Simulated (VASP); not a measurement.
# SnO2 (P4_2/mnm) in VASP: a series of runs

Runs on SnO2. Level: PBEsol. Tasks: single point.

All numbers are computed with VASP 6.6.1; they aren't measurements. Logs are shortened: lines on timing, memory, paths and dates and some standing lists are left out, and cuts for length are marked.

## Step 1: The cell of the first run

The structure is tetragonal, space group P4_2/mnm (No. 136). The conventional cell has a = 4.768 Å, b = 4.768 Å, c = 3.212 Å, α = 90.00°, β = 90.00°, γ = 90.00°. Within 2.7 Å of Sn (site symmetry mmm) lie 6 O at 2.07 Å. O (site symmetry m2m) has 3 Sn at 2.07 Å and 1 O at 2.61 Å within 2.7 Å.

## Step 2: Single point, PBEsol

The input, INCAR:

```
ALGO = Normal ; EDIFF = 1E-7
ENCUT = 520 ; GGA = PS
ISIF = 2 ; ISMEAR = 0
LASPH = True ; LCHARG = False
LREAL = False ; LWAVE = False
NBANDS = 35 ; NELM = 80
PREC = Accurate ; SIGMA = 0.02
```

The input, KPOINTS:

```
k-points
0
Gamma
  6 6 8
```

The input, POSCAR:

```
SnO2
1.0
    4.7684401835      0.0000000000      0.0000000000
    0.0000000000      4.7684401835      0.0000000000
    0.0000000000      0.0000000000      3.2123957050
Sn O
2 4
Direct
    0.5000000000      0.5000000000      0.5000000000
    0.0000000000      0.0000000000      0.0000000000
    0.1937455604      0.8062544396      0.5000000000
    0.8062544396      0.1937455604      0.5000000000
    0.3062544396      0.3062544396      0.0000000000
    0.6937455604      0.6937455604      0.0000000000
```

Potentials or basis: VASP PAW PBE potentials, release 64 (Sn_d, O).

The run is started by

```console
$ cat potpaw_PBE.64/Sn_d/POTCAR potpaw_PBE.64/O/POTCAR > POTCAR
$ mpirun -np 1 vasp_std > vasp.out
```

OUTCAR:

```text
EDIFF = 1E-7
   ENCUT = 520
   GGA = PS
   ISIF = 2
   ISMEAR = 0
   LASPH = True
   LREAL = False
   NELM = 80
   PREC = Accurate

 ion  position               nearest neighbor table
   1  0.500  0.500  0.500-   3 2.07   4 2.07   5 2.07   6 2.07   5 2.07   6 2.07   2 3.73   2 3.73
                             2 3.73   2 3.73   2 3.73   2 3.73   2 3.73   2 3.73
   2  0.000  0.000  0.000-   5 2.07   6 2.07   3 2.07   4 2.07   3 2.07   4 2.07   1 3.73   1 3.73
                             1 3.73   1 3.73   1 3.73   1 3.73   1 3.73   1 3.73
   3  0.194  0.806  0.500-   1 2.07   2 2.07   2 2.07
   4  0.806  0.194  0.500-   1 2.07   2 2.07   2 2.07
   5  0.306  0.306  0.000-   2 2.07   1 2.07   1 2.07
   6  0.694  0.694  0.000-   2 2.07   1 2.07   1 2.07

  LATTYP: Found a simple tetragonal cell.
 ALAT       =     4.7684401835
 C/A-ratio  =     0.6736785157

  Lattice vectors:

 A1 = (   4.7684401835,   0.0000000000,   0.0000000000)
 A2 = (   0.0000000000,   4.7684401835,   0.0000000000)
 A3 = (   0.0000000000,   0.0000000000,   3.2123957050)

Analysis of symmetry for initial positions (statically):
=====================================================================
 Subroutine PRICEL returns:
 Original cell was already a primitive cell.

 Routine SETGRP: Setting up the symmetry group for a
 simple tetragonal supercell.

 Subroutine GETGRP returns: Found 16 space group operations
 (whereof  8 operations were pure point group operations)
 out of a pool of 16 trial point group operations.

The static configuration has the point symmetry D_2h.
 The point group associated with its full space group is D_4h.

Analysis of symmetry for dynamics (positions and initial velocities):
=====================================================================
 Subroutine PRICEL returns:
 Original cell was already a primitive cell.

 Routine SETGRP: Setting up the symmetry group for a
 simple tetragonal supercell.

 Subroutine GETGRP returns: Found 16 space group operations
 (whereof  8 operations were pure point group operations)
 out of a pool of 16 trial point group operations.

The dynamic configuration has the point symmetry D_2h.
 The point group associated with its full space group is D_4h.

 Subroutine INISYM returns: Found 16 space group operations
 (whereof  8 operations are pure point group operations),
 and found     1 'primitive' translations

----------------------------------------------------------------------------------------

                                     Primitive cell

  volume of cell :      73.0435

  direct lattice vectors                    reciprocal lattice vectors
     4.768440184  0.000000000  0.000000000     0.209712183  0.000000000  0.000000000
     0.000000000  4.768440184  0.000000000     0.000000000  0.209712183  0.000000000
     0.000000000  0.000000000  3.212395705     0.000000000  0.000000000  0.311294153

  length of vectors
     4.768440184  4.768440184  3.212395705     0.209712183  0.209712183  0.311294153

  position of ions in fractional coordinates (direct lattice)
     0.500000000  0.500000000  0.500000000
     0.000000000  0.000000000  0.000000000
     0.193745560  0.806254440  0.500000000
     0.806254440  0.193745560  0.500000000
     0.306254440  0.306254440  0.000000000
     0.693745560  0.693745560  0.000000000

  ion indices of the primitive-cell ions
   primitive index   ion index
                 1           1
                 2           2
                 3           3
                 4           4
                 5           5
                 6           6

----------------------------------------------------------------------------------------

 KPOINTS: k-points

Automatic generation of k-mesh.
 Grid dimensions read from file:
 generate k-points for:    6    6    8

 Generating k-lattice:

  Cartesian coordinates                     Fractional coordinates (reciprocal lattice)
     0.034952030  0.000000000  0.000000000     0.166666667  0.000000000  0.000000000
     0.000000000  0.034952030  0.000000000     0.000000000  0.166666667  0.000000000
     0.000000000  0.000000000  0.038911769     0.000000000  0.000000000  0.125000000

  Length of vectors
     0.034952030  0.034952030  0.038911769

  Shift w.r.t. Gamma in fractional coordinates (k-lattice)
     0.000000000  0.000000000  0.000000000

 Subroutine IBZKPT returns following result:
 ===========================================

 Found     50 irreducible k-points:

 Following reciprocal coordinates:
            Coordinates               Weight
  0.000000  0.000000  0.000000      1.000000
  0.166667  0.000000  0.000000      4.000000
  0.333333  0.000000  0.000000      4.000000
  0.500000  0.000000  0.000000      2.000000
  0.166667  0.166667  0.000000      4.000000
  0.333333  0.166667  0.000000      8.000000
[... 16 lines left out ...]
  0.333333  0.000000  0.250000      8.000000
  0.500000  0.000000  0.250000      4.000000
 [... further k-points ...]
   k-points           NKPTS =     50   k-points in BZ     NKDIM =     50   number of bands    NBANDS=     35
   number of dos      NEDOS =    301   number of ions     NIONS =      6
   total plane-waves  NPLWV =  31104
   dimension x,y,z NGX =    36 NGY =   36 NGZ =   24
   dimension x,y,z NGXF=    72 NGYF=   72 NGZF=   48
   ions per type =               2   4
   NGX,Y,Z   is equivalent  to a cutoff of  12.55, 12.55, 12.42 a.u.
   NGXF,Y,Z  is equivalent  to a cutoff of  25.10, 25.10, 24.84 a.u.
 SYSTEM =  unknown system
   PREC   = accura    normal or accurate (medium, high low for compatibility)
   ISTART =      0    job   : 0-new  1-cont  2-samecut
   ICHARG =      2    charge: 1-file 2-atom 10-const
   ISPIN  =      1    spin polarized calculation?
   LNONCOLLINEAR =      F non collinear calculations
   LSORBIT =      F    spin-orbit coupling
   LASPH  =      T    aspherical Exc in radial PAW
   ENCUT  =  520.0 eV  38.22 Ry    6.18 a.u.   8.87  8.87  5.97*2*pi/ulx,y,z
   NELM   =     80;   NELMIN=  2; NELMDL= -5     # of ELM steps
   EDIFF  = 0.1E-06   stopping-criterion for ELM
   LREAL  =      F    real-space projection
   EDIFFG = 0.1E-05   stopping-criterion for IOM
   NSW    =      0    number of steps for IOM
   IBRION =     -1    ionic relax: 0-MD 1-quasi-New 2-CG
   NFREE  =      0    steps in history (QN), initial steepest desc. (CG)
   ISIF   =      2    stress and relaxation
   ISYM   =      2    0-nonsym 1-usesym 2-fastsym
   POTIM  = 0.5000    time-step for ionic-motion
   TEBEG  =    0.0;   TEEND  =   0.0 temperature during run
   PSTRESS=    0.0 pullay stress
   NELECT =      52.0000    total number of electrons
   NUPDOWN=      -1.0000    fix difference up-down
   EMIN   =  10.00;   EMAX   =-10.00  energy-range for DOS
   EFERMI =   0.00;   METHOD = LEGACY
   ISMEAR =     0;   SIGMA  =   0.02  broadening in eV -4-tet -1-fermi 0-gaus
   EFERMI_NEDOS =   21; number of points for ismear=-14 and -15
   IALGO  =     38    algorithm
   IMIX   =      4    mixing-type and parameters
     AMIX     =   0.40;   BMIX     =  1.00
     AMIX_MAG =   1.60;   BMIX_MAG =  1.00
  volume/ion in A,a.u.               =      12.17        82.15
  Fermi-wavevector in a.u.,A,eV,Ry     =   1.461780  2.762364 29.072943  2.136801
  Thomas-Fermi vector in A             =   2.578071
   LORBIT       =      0    0 simple, 1 ext, 2 COOP (PROOUT), +10 PAW based schemes
   GGA     = PS    functional components
   LHFCALC =     F    Hartree Fock is set to
   AEXX    =    0.0000 exact exchange contribution
   IVDW    =     0    specifies the selected vdW correction
   LEPSILON=     F    determine dielectric tensor
   LRPA    =     F    only Hartree local field effects (RPA)
 non-spin polarized calculation
 Gauss-broadening in eV      SIGMA  =   0.02
  energy-cutoff  :      520.00
  volume of cell :       73.04
 maximum number of plane-waves:      1994
 NGX is ok and might be reduce to    36

 number of electron      52.0000007 magnetization

 Free energy of the ion-electron system (eV)
  ---------------------------------------------------
  ext. energy  EPLUGINS =         0.00000000
  ---------------------------------------------------
  free energy    TOTEN  =       -39.66989520 eV

  energy without entropy =      -39.66989520  energy(sigma->0) =      -39.66989520

 E-fermi :   5.9199     XC(G=0): -11.4264

 val. band max:        5.7781104510   @ k =   0.0000   0.0000   0.0000
 cond. band min:       6.6923779473   @ k =   0.0000   0.0000   0.0000
 fundamental gap:      0.9142674964
 Fermi energy:         5.9199184107

 k-point     1 :       0.0000    0.0000    0.0000
  band No.  band energies     occupation
      1     -15.2254      2.00000
      2     -14.4749      2.00000
      3     -14.2319      2.00000
      4     -14.2067      2.00000
      5     -14.2067      2.00000
      6     -14.1383      2.00000
[... 27 lines left out ...]
     34      17.5484      0.00000
     35      18.0921      0.00000

 k-point     2 :       0.1667    0.0000    0.0000
  band No.  band energies     occupation
      1     -15.1841      2.00000
      2     -14.5219      2.00000
      3     -14.2316      2.00000
      4     -14.2049      2.00000
      5     -14.2048      2.00000
      6     -14.1728      2.00000
[... 27 lines left out ...]
     34      17.5670      0.00000
     35      18.0604      0.00000

 k-point     3 :       0.3333    0.0000    0.0000
  band No.  band energies     occupation
      1     -15.0642      2.00000
      2     -14.6749      2.00000
      3     -14.2307      2.00000
      4     -14.2140      2.00000
      5     -14.2012      2.00000
      6     -14.2010      2.00000
[... 27 lines left out ...]
     34      17.7343      0.00000
     35      18.0146      0.00000
[... 723 lines left out ...]
 k-point    23 :       0.3333    0.0000    0.2500
  band No.  band energies     occupation
      1     -14.9557      2.00000
      2     -14.8148      2.00000
      3     -14.4923      2.00000
      4     -14.2797      2.00000
      5     -14.1258      2.00000
      6     -14.1198      2.00000
[... 27 lines left out ...]
     34      17.6881      0.00000
     35      17.9702      0.00000

 k-point    24 :       0.5000    0.0000    0.2500
  band No.  band energies     occupation
      1     -14.9058      2.00000
      2     -14.9058      2.00000
      3     -14.3725      2.00000
      4     -14.3725      2.00000
      5     -14.1209      2.00000
      6     -14.1209      2.00000
[... 27 lines left out ...]
     34      17.8972      0.00000
     35      18.0555      0.00000

 [... further k-points ...]
[... 5 lines left out ...]
  --------------------------------------------------------------------------------------
  -------------------------------------------------------------------------------------
  Total        0.2621714      0.2621714      0.3814366      0.0000000      0.0000000      0.0000000
  in kB        5.7506136      5.7506136      8.3666433      0.0000000      0.0000000      0.0000000
  external PRESSURE =       6.6226235 kB  Pullay stress =       0.0000000 kB

 VOLUME and BASIS-vectors are now :
 -----------------------------------------------------------------------------
  energy-cutoff  :      520.00
  volume of cell :       73.04
      direct lattice vectors                 reciprocal lattice vectors
     4.768440184  0.000000000  0.000000000     0.209712183  0.000000000  0.000000000
     0.000000000  4.768440184  0.000000000     0.000000000  0.209712183  0.000000000
     0.000000000  0.000000000  3.212395705     0.000000000  0.000000000  0.311294153

 POSITION                                       TOTAL-FORCE (eV/Angst)
 -----------------------------------------------------------------------------------
      2.38422      2.38422      1.60620         0.000000      0.000000      0.000000
      0.00000      0.00000      0.00000         0.000000      0.000000      0.000000
      0.92386      3.84458      1.60620         0.008291     -0.008291      0.000000
      3.84458      0.92386      1.60620        -0.008291      0.008291      0.000000
      1.46036      1.46036      0.00000        -0.008291     -0.008291     -0.000000
      3.30808      3.30808      0.00000         0.008291      0.008291      0.000000
 -----------------------------------------------------------------------------------
    total drift:                                0.000000      0.000000      0.000000

  FREE ENERGIE OF THE ION-ELECTRON SYSTEM (eV)
  ---------------------------------------------------
  free  energy   TOTEN  =       -39.6698951960 eV

  energy  without entropy=      -39.6698951960  energy(sigma->0) =      -39.66989520
```

Run time: 84 s. Hardware: 1 thread of Intel Xeon Platinum 8259CL at 2.50GHz (Skylake/Cascade Lake), shared host; peak memory 0.23 GiB.

Results:

* Free energy: -39.6699 eV
* Pressure: 0.7 GPa
* Largest force: 0.012 eV/Å
* Band gap on the k mesh: 0.91 eV, direct

Forces in eV/Å, atoms in the order of the input:
```
Sn   0.000  0.000  0.000
Sn   0.000  0.000  0.000
O    0.008 -0.008  0.000
O   -0.008  0.008  0.000
O   -0.008 -0.008  0.000
O    0.008  0.008  0.000
```

Stress tensor (GPa, compression positive):
```
0.58 0.00 0.00
0.00 0.58 0.00
0.00 0.00 0.84
```

Levels at points of the mesh, in eV from the valence-band top:
```csv
k point,band 23,band 24,band 25,band 26,band 27,band 28,band 29,band 30
"(0.00, 0.00, 0.00)",-1.27,-0.78,-0.78,0.00,0.91,5.85,6.03,6.03
"(0.50, 0.00, 0.00)",-1.22,-1.22,-0.63,-0.63,4.13,4.13,6.80,6.80
"(0.50, 0.50, 0.00)",-1.35,-1.35,-0.89,-0.89,4.53,4.53,7.23,7.23
"(0.00, 0.00, 0.50)",-1.65,-1.65,-1.25,-1.25,5.87,5.87,9.43,9.43
"(0.50, 0.00, 0.50)",-1.09,-1.09,-0.73,-0.73,6.15,6.15,7.73,7.73
"(0.50, 0.50, 0.50)",-0.96,-0.96,-0.82,-0.82,4.55,4.55,8.61,8.61
```

Caveat: the PAW data sets were made with another functional, which shifts forces and pressure a little; spin-orbit coupling is left out, which moves the levels of the heavy elements. A hybrid or GW would open this gap; PBEsol tends to underestimate it.

## Step 3: Single point, PBEsol

This run uses another cell than the first one: it holds 24 atoms, not 6.

The input, INCAR:

```
SYSTEM = SnO2
ALGO = Normal
EDIFF = 1E-7
ENCUT = 520
GGA = PS
ISIF = 2
ISMEAR = 0
LASPH = .True.
LCHARG = .False.
LREAL = Auto
LWAVE = .False.
NBANDS = 122
NELM = 60
PREC = Accurate
SIGMA = 0.02
```

The input, KPOINTS:

```
k-points
0
Gamma
  3 3 3
  0 0 0
```

The input, POSCAR:

```
SnO2
1.0
   -4.7684401835      4.7684401835      0.0000000000
   -4.7684401835     -4.7684401835      0.0000000000
    4.7684401835      0.0000000000      6.4247914100
Sn O
8 16
Direct
    0.6250000000      0.1250000000      0.2500000000
    0.8750000000      0.3750000000      0.7500000000
    0.1250000000      0.6250000000      0.2500000000
    0.3750000000      0.8750000000      0.7500000000
    0.0000000000      1.0000000000      0.0000000000
    0.2500000000      0.2500000000      0.5000000000
    0.5000000000      0.5000000000      0.0000000000
    0.7500000000      0.7500000000      0.5000000000
    0.9312544396      0.1250000000      0.2500000000
    0.1812544396      0.3750000000      0.7500000000
    0.4312544396      0.6250000000      0.2500000000
    0.6812544396      0.8750000000      0.7500000000
    0.3187455604      0.1250000000      0.2500000000
    0.5687455604      0.3750000000      0.7500000000
    0.8187455604      0.6250000000      0.2500000000
    0.0687455604      0.8750000000      0.7500000000
    0.5000000000      0.1937455604      0.0000000000
    0.7500000000      0.4437455604      0.5000000000
    0.0000000000      0.6937455604      0.0000000000
    0.2500000000      0.9437455604      0.5000000000
    0.5000000000      0.8062544396      0.0000000000
    0.7500000000      0.0562544396      0.5000000000
    0.0000000000      0.3062544396      0.0000000000
    0.2500000000      0.5562544396      0.5000000000
```

Potentials or basis: VASP PAW PBE potentials, release 64 (Sn_d, O).

The run is started by

```console
$ cat potpaw_PBE.64/Sn_d/POTCAR potpaw_PBE.64/O/POTCAR > POTCAR
$ mpirun -np 1 vasp_std > vasp.out
```

Run time: 7.4 min. Hardware: 1 thread of Intel Xeon Platinum 8259CL at 2.50GHz (Skylake/Cascade Lake), shared host; peak memory 0.44 GiB.

The run converged. Its results:

* Free energy: -158.6996 eV
* Pressure: 0.6 GPa
* Largest force: 0.012 eV/Å
* Band gap on the k mesh: 0.91 eV

Forces in eV/Å, atoms in the order of the input:
```
Sn   0.000  0.000  0.000
Sn   0.000  0.000  0.000
Sn   0.000  0.000  0.000
Sn   0.000  0.000  0.000
Sn   0.000  0.000  0.000
Sn   0.000  0.000  0.000
Sn   0.000  0.000  0.000
Sn   0.000  0.000  0.000
O    0.009 -0.009  0.000
O    0.009 -0.009  0.000
O    0.009 -0.009  0.000
O    0.009 -0.009  0.000
O   -0.009  0.009  0.000
O   -0.009  0.009  0.000
O   -0.009  0.009  0.000
O   -0.009  0.009  0.000
O   -0.009 -0.009  0.000
O   -0.009 -0.009  0.000
O   -0.009 -0.009  0.000
O   -0.009 -0.009  0.000
O    0.009  0.009  0.000
O    0.009  0.009  0.000
O    0.009  0.009  0.000
O    0.009  0.009  0.000
```

Stress tensor (GPa, compression positive):
```
0.56 0.00 0.00
0.00 0.56 0.00
0.00 0.00 0.78
```

Levels at points of the mesh, in eV from the valence-band top:
| k point | band 102 | band 103 | band 104 | band 105 | band 106 | band 107 |
| --- | --- | --- | --- | --- | --- | --- |
| (0.00, 0.00, 0.00) | -0.78 | -0.78 | 0.00 | 0.91 | 4.82 | 4.82 |

Caveat: the PAW data sets were made with another functional, which shifts forces and pressure a little; spin-orbit coupling is left out, which moves the levels of the heavy elements.
